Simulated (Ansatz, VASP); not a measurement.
**One calculation of AlN, two programs**

```
Al N
1.0
     0.00000    2.16934    2.16934
     2.16934    0.00000    2.16934
     2.16934    2.16934    0.00000
Al N
1 1
Cartesian
  0.0000 0.0000 0.0000
  1.0847 1.0847 1.0847
```

Alike in both runs: task single point; functional PBE; dispersion D4; k mesh 10 × 10 × 10; occupations fermi-dirac, width 0.05 eV; no spin polarisation.

```csv
,VASP,Ansatz
version,VASP 6.6.1,Ansatz 0.2.0
potentials or method,"VASP PAW PBE potentials, release 64 (Al, N)",Ansatz PAW
plane-wave cutoff (eV),600,420
valence electrons in the cell,8,8
```

|  | VASP | Ansatz | Ansatz less VASP |
| --- | --- | --- | --- |
| gap on the k mesh at the Fermi level (eV) | 3.33 | 3.34 | +0.009 |
| least direct gap on the mesh (eV) | 4.38 | 4.37 | -0.011 |
| pressure (GPa) | 4.0 | 4.4 | +0.39 |
